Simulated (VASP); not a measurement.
# H (I4/mmm) in VASP: further runs

Runs on H. Level: r2SCAN. Tasks: single point, relaxation of cell and atoms.

Program: VASP 6.6.1. These are calculated values, not measurements. Logs are shortened: lines on timing, memory, paths and dates and some standing lists are left out, and cuts for length are marked.

## Step 1: The cell of the first run

It takes space group I4/mmm (No. 139, tetragonal). The conventional cell has a = 2.352 Å, b = 2.352 Å, c = 3.300 Å, α = 90.00°, β = 90.00°, γ = 90.00°. Within 1.0 Å of H (site symmetry 4mm) lie 1 H at 0.73 Å.

## Step 2: Single point, r2SCAN

The input, POSCAR:

```
H
1.0
   -1.1760526651      1.1760526651      1.6501413636
    1.1760526651     -1.1760526651      1.6501413636
    1.1760526651      1.1760526651     -1.6501413636
H
2
Direct
    0.8889876399      0.8889876399      0.0000000000
    0.1110123601      0.1110123601      0.0000000000
```

The input, INCAR.step1:

```
SYSTEM = H
PREC = Accurate
ENCUT = 520
ISMEAR = 0
SIGMA = 0.02
LREAL = .FALSE.
LASPH = .TRUE.
NELM = 100
NBANDS = 8
GGA = PE
ALGO = Normal
EDIFF = 1E-4
LWAVE = .TRUE.
LCHARG = .FALSE.
```

The input, INCAR.step2:

```
SYSTEM = H
PREC = Accurate
ENCUT = 520
EDIFF = 1E-6
ISMEAR = 0
SIGMA = 0.02
LREAL = .FALSE.
LASPH = .TRUE.
NELM = 100
ALGO = Normal
ISIF = 2
LWAVE = .FALSE.
LCHARG = .TRUE.
METAGGA = R2SCAN
LMIXTAU = .TRUE.
LELF = .TRUE.
LVHAR = .TRUE.
NBANDS = 8
ISTART = 1
```

The input, KPOINTS:

```
Automatic mesh
0
G
  14 14 14
  0 0 0
```

Potentials or basis: VASP PAW PBE potentials, release 64 (H).

Started as:

```
> cat potpaw_PBE.64/H/POTCAR > POTCAR
> cp INCAR.step1 INCAR
> mpirun -np 1 vasp_std > vasp.out
> cp INCAR.step2 INCAR
> mpirun -np 1 vasp_std > vasp.out
```

OUTCAR:

```text
SYSTEM = H
   PREC = Accurate
   ENCUT = 520
   EDIFF = 1E-6
   ISMEAR = 0
   LREAL = .FALSE.
   LASPH = .TRUE.
   NELM = 100
   ISIF = 2
   METAGGA = R2SCAN
   ISTART = 1

 ion  position               nearest neighbor table
   1  0.889  0.889  0.000-   2 0.73
   2  0.111  0.111  0.000-   1 0.73

  LATTYP: Found a body centered tetragonal cell.
 ALAT       =     2.3521053302
 C/A-ratio  =     1.4031185954

  Lattice vectors:

 A1 = (  -1.1760526651,   1.1760526651,   1.6501413636)
 A2 = (   1.1760526651,  -1.1760526651,   1.6501413636)
 A3 = (   1.1760526651,   1.1760526651,  -1.6501413636)

Analysis of symmetry for initial positions (statically):
=====================================================================
 Subroutine PRICEL returns:
 Original cell was already a primitive cell.

 Routine SETGRP: Setting up the symmetry group for a
 body centered tetragonal supercell.

 Subroutine GETGRP returns: Found 16 space group operations
 (whereof 16 operations were pure point group operations)
 out of a pool of 16 trial point group operations.

The static configuration has the point symmetry D_4h.

Analysis of symmetry for dynamics (positions and initial velocities):
=====================================================================
 Subroutine PRICEL returns:
 Original cell was already a primitive cell.

 Routine SETGRP: Setting up the symmetry group for a
 body centered tetragonal supercell.

 Subroutine GETGRP returns: Found 16 space group operations
 (whereof 16 operations were pure point group operations)
 out of a pool of 16 trial point group operations.

The dynamic configuration has the point symmetry D_4h.

 Subroutine INISYM returns: Found 16 space group operations
 (whereof 16 operations are pure point group operations),
 and found     1 'primitive' translations

----------------------------------------------------------------------------------------

                                     Primitive cell

  volume of cell :       9.1292

  direct lattice vectors                    reciprocal lattice vectors
    -1.176052665  1.176052665  1.650141364     0.000000000  0.425151028  0.303004343
     1.176052665 -1.176052665  1.650141364     0.425151028  0.000000000  0.303004343
     1.176052665  1.176052665 -1.650141364     0.425151028  0.425151028  0.000000000

  length of vectors
     2.342896981  2.342896981  2.342896981     0.522077608  0.522077608  0.601254350

  position of ions in fractional coordinates (direct lattice)
     0.888987640  0.888987640  0.000000000
     0.111012360  0.111012360  0.000000000

  ion indices of the primitive-cell ions
   primitive index   ion index
                 1           1
                 2           2

----------------------------------------------------------------------------------------

 KPOINTS: Automatic mesh

Automatic generation of k-mesh.
 Grid dimensions read from file:
 generate k-points for:   14   14   14

 Generating k-lattice:

  Cartesian coordinates                     Fractional coordinates (reciprocal lattice)
     0.000000000  0.030367931  0.021643167     0.071428571  0.000000000  0.000000000
     0.030367931  0.000000000  0.021643167     0.000000000  0.071428571  0.000000000
     0.030367931  0.030367931  0.000000000     0.000000000  0.000000000  0.071428571

  Length of vectors
     0.037291258  0.037291258  0.042946739

  Shift w.r.t. Gamma in fractional coordinates (k-lattice)
     0.000000000  0.000000000  0.000000000

 Subroutine IBZKPT returns following result:
 ===========================================

 Found    244 irreducible k-points:

 Following reciprocal coordinates:
            Coordinates               Weight
  0.000000  0.000000  0.000000      1.000000
  0.071429  0.000000 -0.000000      8.000000
  0.142857 -0.000000  0.000000      8.000000
  0.214286  0.000000  0.000000      8.000000
  0.285714  0.000000  0.000000      8.000000
  0.357143  0.000000 -0.000000      8.000000
[... 16 lines left out ...]
  0.214286  0.142857  0.000000     16.000000
  0.285714  0.142857  0.000000     16.000000
 [... further k-points ...]
   k-points           NKPTS =    244   k-points in BZ     NKDIM =    244   number of bands    NBANDS=      8
   number of dos      NEDOS =    301   number of ions     NIONS =      2
   total plane-waves  NPLWV =   5832
   dimension x,y,z NGX =    18 NGY =   18 NGZ =   18
   dimension x,y,z NGXF=    36 NGYF=   36 NGZF=   36
   ions per type =               2
   NGX,Y,Z   is equivalent  to a cutoff of  12.77, 12.77, 12.77 a.u.
   NGXF,Y,Z  is equivalent  to a cutoff of  25.54, 25.54, 25.54 a.u.
 SYSTEM =  H
   PREC   = accura    normal or accurate (medium, high low for compatibility)
   ISTART =      1    job   : 0-new  1-cont  2-samecut
   ICHARG =      0    charge: 1-file 2-atom 10-const
   ISPIN  =      1    spin polarized calculation?
   LNONCOLLINEAR =      F non collinear calculations
   LSORBIT =      F    spin-orbit coupling
   LASPH  =      T    aspherical Exc in radial PAW
   ENCUT  =  520.0 eV  38.22 Ry    6.18 a.u.   4.36  4.36  4.36*2*pi/ulx,y,z
   NELM   =    100;   NELMIN=  2; NELMDL=  0     # of ELM steps
   EDIFF  = 0.1E-05   stopping-criterion for ELM
   LREAL  =      F    real-space projection
   EDIFFG = 0.1E-04   stopping-criterion for IOM
   NSW    =      0    number of steps for IOM
   IBRION =     -1    ionic relax: 0-MD 1-quasi-New 2-CG
   NFREE  =      0    steps in history (QN), initial steepest desc. (CG)
   ISIF   =      2    stress and relaxation
   ISYM   =      2    0-nonsym 1-usesym 2-fastsym
   POTIM  = 0.5000    time-step for ionic-motion
   TEBEG  =    0.0;   TEEND  =   0.0 temperature during run
   PSTRESS=    0.0 pullay stress
   NELECT =       2.0000    total number of electrons
   NUPDOWN=      -1.0000    fix difference up-down
   EMIN   =  10.00;   EMAX   =-10.00  energy-range for DOS
   EFERMI =   0.00;   METHOD = LEGACY
   ISMEAR =     0;   SIGMA  =   0.02  broadening in eV -4-tet -1-fermi 0-gaus
   EFERMI_NEDOS =   21; number of points for ismear=-14 and -15
   IALGO  =     38    algorithm
   IMIX   =      4    mixing-type and parameters
     AMIX     =   0.40;   BMIX     =  1.00
     AMIX_MAG =   1.60;   BMIX_MAG =  1.00
  volume/ion in A,a.u.               =       4.56        30.80
  Fermi-wavevector in a.u.,A,eV,Ry     =   0.986900  1.864971 13.251696  0.973972
  Thomas-Fermi vector in A             =   2.118315
   LORBIT       =      0    0 simple, 1 ext, 2 COOP (PROOUT), +10 PAW based schemes
   METAGGA = R2SCAN    functional components
   LHFCALC =     F    Hartree Fock is set to
   AEXX    =    0.0000 exact exchange contribution
   IVDW    =     0    specifies the selected vdW correction
   LEPSILON=     F    determine dielectric tensor
   LRPA    =     F    only Hartree local field effects (RPA)
 non-spin polarized calculation
 Gauss-broadening in eV      SIGMA  =   0.02
  energy-cutoff  :      520.00
  volume of cell :        9.13
 maximum number of plane-waves:       259
 NGX is ok and might be reduce to    18
   NGX =  9   NGY =  9   NGZ =  9

 number of electron       1.9999999 magnetization

 Free energy of the ion-electron system (eV)
  ---------------------------------------------------
  ext. energy  EPLUGINS =         0.00000000
  ---------------------------------------------------
  free energy    TOTEN  =        -6.61447417 eV

  energy without entropy =       -6.61447417  energy(sigma->0) =       -6.61447417

 E-fermi :  -4.2018     XC(G=0):  -8.8225

 val. band max:       -4.3637233304   @ k =   0.5000   0.5000   0.5000
 cond. band min:       2.7736267764   @ k =   0.5000   0.0000   0.0000
 fundamental gap:      7.1373501068
 Fermi energy:        -4.2018101938

 k-point     1 :       0.0000    0.0000    0.0000
  band No.  band energies     occupation
      1     -13.1053      2.00000
      2      20.5818      0.00000
      3      20.9782      0.00000
      4      32.5107      0.00000
      5      32.5107      0.00000
      6      34.6322      0.00000
      7      34.6322      0.00000
      8      37.0972      0.00000

 k-point     2 :       0.0714    0.0000   -0.0000
  band No.  band energies     occupation
      1     -12.9233      2.00000
      2      18.5027      0.00000
      3      22.2026      0.00000
      4      30.5989      0.00000
      5      31.4903      0.00000
      6      34.8142      0.00000
      7      35.9742      0.00000
      8      37.0586      0.00000

 k-point     3 :       0.1429   -0.0000    0.0000
  band No.  band energies     occupation
      1     -12.3833      2.00000
      2      15.5573      0.00000
      3      22.8119      0.00000
      4      27.9103      0.00000
      5      30.1786      0.00000
      6      35.8635      0.00000
      7      37.9110      0.00000
      8      38.3484      0.00000

 k-point     4 :       0.2143    0.0000    0.0000
  band No.  band energies     occupation
      1     -11.5060      2.00000
      2      12.2442      0.00000
      3      22.9182      0.00000
      4      25.8777      0.00000
      5      29.1722      0.00000
      6      36.1290      0.00000
      7      37.6477      0.00000
      8      38.4458      0.00000

 k-point     5 :       0.2857    0.0000    0.0000
  band No.  band energies     occupation
      1     -10.3427      2.00000
      2       8.9254      0.00000
      3      22.8288      0.00000
      4      24.4798      0.00000
      5      28.5132      0.00000
      6      34.6779      0.00000
      7      35.7591      0.00000
      8      36.4915      0.00000
[... 177 lines left out ...]
 k-point    22 :       0.1429    0.1429    0.0000
  band No.  band energies     occupation
      1     -11.1958      2.00000
      2      11.7376      0.00000
      3      21.4595      0.00000
      4      25.0806      0.00000
      5      30.3748      0.00000
      6      35.6948      0.00000
      7      36.5656      0.00000
      8      37.2226      0.00000

 k-point    23 :       0.2143    0.1429    0.0000
  band No.  band energies     occupation
      1     -10.1356      2.00000
      2       9.3582      0.00000
      3      19.1444      0.00000
      4      24.8450      0.00000
      5      29.4895      0.00000
      6      34.1553      0.00000
      7      35.4131      0.00000
      8      39.2248      0.00000

 k-point    24 :       0.2857    0.1429    0.0000
  band No.  band energies     occupation
      1      -8.8708      2.00000
      2       6.8617      0.00000
      3      17.7765      0.00000
      4      24.0499      0.00000
      5      28.1974      0.00000
      6      33.3331      0.00000
      7      34.8020      0.00000
      8      42.3771      0.00000

 [... further k-points ...]

------------------------ aborting loop because EDIFF is reached ----------------------------------------

  FORCE on cell =-STRESS in cart. coord.  units (eV):
  Direction    XX          YY          ZZ          XY          YZ          ZX
  --------------------------------------------------------------------------------------
  -------------------------------------------------------------------------------------
  Total        0.8282119      0.8282119      0.8340934      0.0000000     -0.0000000      0.0000000
  in kB      145.3507810    145.3507810    146.3829807      0.0000000     -0.0000000      0.0000000
  external PRESSURE =     145.6948476 kB  Pullay stress =       0.0000000 kB

 VOLUME and BASIS-vectors are now :
 -----------------------------------------------------------------------------
  energy-cutoff  :      520.00
  volume of cell :        9.13
      direct lattice vectors                 reciprocal lattice vectors
    -1.176052665  1.176052665  1.650141364     0.000000000  0.425151028  0.303004343
     1.176052665 -1.176052665  1.650141364     0.425151028  0.000000000  0.303004343
     1.176052665  1.176052665 -1.650141364     0.425151028  0.425151028  0.000000000

 POSITION                                       TOTAL-FORCE (eV/Angst)
 -----------------------------------------------------------------------------------
      0.00000      0.00000      2.93391        -0.000000     -0.000000     -0.016188
      0.00000      0.00000      0.36637         0.000000      0.000000      0.016188
 -----------------------------------------------------------------------------------
    total drift:                               -0.000000     -0.000000      0.000000

  FREE ENERGIE OF THE ION-ELECTRON SYSTEM (eV)
  ---------------------------------------------------
  free  energy   TOTEN  =        -6.6144741713 eV

  energy  without entropy=       -6.6144741713  energy(sigma->0) =       -6.61447417
```

It took 28 s on 1 thread of Intel Xeon 6975P-C (Granite Rapids), shared host; peak memory 0.12 GiB.

What came out:

| Item | Value |
| --- | --- |
| Free energy | -6.6145 eV |
| Pressure | 14.6 GPa |
| Largest force | 0.016 eV/Å |
| Band gap on the k mesh | 7.14 eV (least direct gap 7.61 eV) |

Forces in eV/Å, atoms in the order of the input:
```
H    0.000  0.000 -0.016
H    0.000  0.000  0.016
```

Levels at points of the mesh, in eV from the valence-band top:
| k point | band 1 | band 2 | band 3 | band 4 |
| --- | --- | --- | --- | --- |
| (0.00, 0.00, 0.00) | -8.74 | 24.95 | 25.34 | 36.87 |
| (0.50, 0.00, 0.00) | -2.86 | 7.14 | 27.11 | 27.17 |
| (0.50, 0.50, 0.00) | -1.29 | 11.57 | 17.49 | 22.20 |
| (0.50, 0.50, 0.50) | 0.00 | 7.61 | 19.66 | 23.86 |

Caveat: the cell stands under pressure; the PAW data sets were made with another functional, which shifts forces and pressure a little.

## Step 3: Relaxation of cell and atoms, r2SCAN, target pressure 60 GPa, at which the enthalpy is minimised

This run uses another cell than the first one, of 3.38 Å³/atom.

The input, POSCAR:

```
H
1.0
   -1.0611685572      1.0611685572      1.4996786824
    1.0611685572     -1.0611685572      1.4996786824
    1.0611685572      1.0611685572     -1.4996786824
H
2
Direct
    0.8819617410      0.8819617410      0.0000000000
    0.1180382590      0.1180382590      0.0000000000
```

The input, INCAR.step1:

```
  PREC = Accurate
  ENCUT = 600
  ISMEAR = 0
  SIGMA = 0.02
  LREAL = False
  LASPH = True
  NELM = 80
  GGA = PE
  ALGO = Normal
  EDIFF = 1E-4
  LWAVE = True
  LCHARG = False
```

The input, INCAR.step2:

```
  PREC = Accurate
  ENCUT = 600
  EDIFF = 1E-6
  ISMEAR = 0
  SIGMA = 0.02
  LREAL = False
  LASPH = True
  NELM = 80
  ALGO = Normal
  ISIF = 3
  LWAVE = False
  LCHARG = False
  METAGGA = R2SCAN
  LMIXTAU = True
  IBRION = 2
  NSW = 70
  EDIFFG = -0.008
  PSTRESS = 600.0
  ISTART = 1
```

The input, KPOINTS:

```
regular mesh
0
Gamma
  14 14 14
```

Potentials or basis: VASP PAW PBE potentials, release 64 (H).

Started as:

```
> cat potpaw_PBE.64/H/POTCAR > POTCAR
> cp INCAR.step1 INCAR
> mpirun -np 1 vasp_std > vasp.out
> cp INCAR.step2 INCAR
> mpirun -np 1 vasp_std > vasp.out
```

Wall time 2.2 min (1 thread of Intel Xeon 6975P-C (Granite Rapids), shared host); peak memory 0.11 GiB.

The run converged. Its results:

* Free energy: -5.9554 eV
* Relaxed volume: 2.88 Å³/atom
* Relaxed cell: a = 2.014 Å, b = 2.014 Å, c = 2.014 Å, α = 120.23°, β = 120.23°, γ = 89.60°
* Space group after relaxing (to 0.1 Å): I4/mmm (No. 139)
* Energy change on relaxing (the run minimises the enthalpy): +146.1 meV/atom
* Ionic steps: 10
* Pressure after relaxing: 59.7 GPa
* Band gap on the k mesh: 4.71 eV (least direct gap 5.26 eV)

Stress tensor (GPa, compression positive):
```
59.80  0.00  0.00
 0.00 59.80  0.00
 0.00  0.00 59.58
```

The path:
| step | energy change (eV) | largest force (eV/Å) | pressure (GPa) | volume (Å³) |
| --- | --- | --- | --- | --- |
| 1 | 0.0000 | 0.7024 | 41.33 | 6.76 |
| 2 | 0.1239 | 1.4133 | 36.78 | 6.38 |
| 3 | 0.0582 | 0.6882 | 38.24 | 6.52 |
| 4 | 0.1448 | 0.4430 | 46.03 | 6.20 |
| 5 | 0.2680 | 0.1229 | 57.18 | 5.82 |
| 6 | 0.2985 | 0.0480 | 59.95 | 5.74 |
| 7 | 0.2929 | 0.0616 | 59.46 | 5.75 |
| 8 | 0.2875 | 0.0545 | 59.71 | 5.77 |
| 9 | 0.2905 | 0.0103 | 59.57 | 5.76 |
| 10 | 0.2923 | 0.0017 | 59.73 | 5.76 |

Final structure:
```yaml
crystal:
  lattice:
    - [-1.00345, 1.00345, 1.42912]
    - [1.00345, -1.00345, 1.42912]
    - [1.00345, 1.00345, -1.42912]
  atoms:
    - { symbol: H, position: [0.87395, 0.87395, 0.00000] }
    - { symbol: H, position: [0.12605, 0.12605, 0.00000] }
```

Levels at points of the mesh, in eV from the valence-band top:
| k point | band 1 | band 2 | band 3 | band 4 | band 5 |
| --- | --- | --- | --- | --- | --- |
| (0.00, 0.00, 0.00) | -14.61 | 31.33 | 34.08 | 46.47 | 46.47 |
| (0.50, 0.00, 0.00) | -4.98 | 4.71 | 33.25 | 34.43 | 40.38 |
| (0.50, 0.50, 0.00) | -2.19 | 10.94 | 19.53 | 26.02 | 29.69 |
| (0.50, 0.50, 0.50) | -0.02 | 5.24 | 21.97 | 28.17 | 28.17 |

Caveat: the cell is relaxed towards a set pressure, so the run minimises the enthalpy, not the energy; the PAW data sets were made with another functional, which shifts forces and pressure a little. A k mesh can miss the band edges.

[end of part 1 of 3]
